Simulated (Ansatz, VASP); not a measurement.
# One calculation of Sc, two programs

```
Sc
1.0
     3.22954    0.00000    0.00000
    -1.61477    2.79686    0.00000
     0.00000    0.00000    4.98609
Sc
2
Direct
  0.33333 0.66667 0.25000
  0.66667 0.33333 0.75000
```

Alike in both runs: functional LDA; k mesh 12 × 12 × 8; occupations gaussian, width 0.1 eV; no spin polarisation.

Ansatz relaxed the structure, and its values are those at the end. VASP's run is a single point on that final structure, the one shown.

|  | VASP | Ansatz |
| --- | --- | --- |
| version | VASP 6.6.1 | Ansatz 0.2.0 |
| potentials or method | VASP PAW LDA potentials, release 64 (Sc_sv), cutoff 520 eV | scalar-relativistic, plane waves, PAW |
| valence electrons in the cell | 22 | 22 |

Ansatz gave:

- gap on the k mesh at the Fermi level (eV): none
- pressure (GPa): 0.0

**Question.** Which values does VASP return?

**Answer.** gap on the k mesh at the Fermi level (eV): none; pressure (GPa): 0.1.

Ansatz warns that its potentials were made for another functional, while VASP's fit it. LDA's correlation is that of Perdew and Zunger in VASP and of Perdew and Wang (1992) in Ansatz. A gap of «none» marks a metal or a gap that the smearing closes.
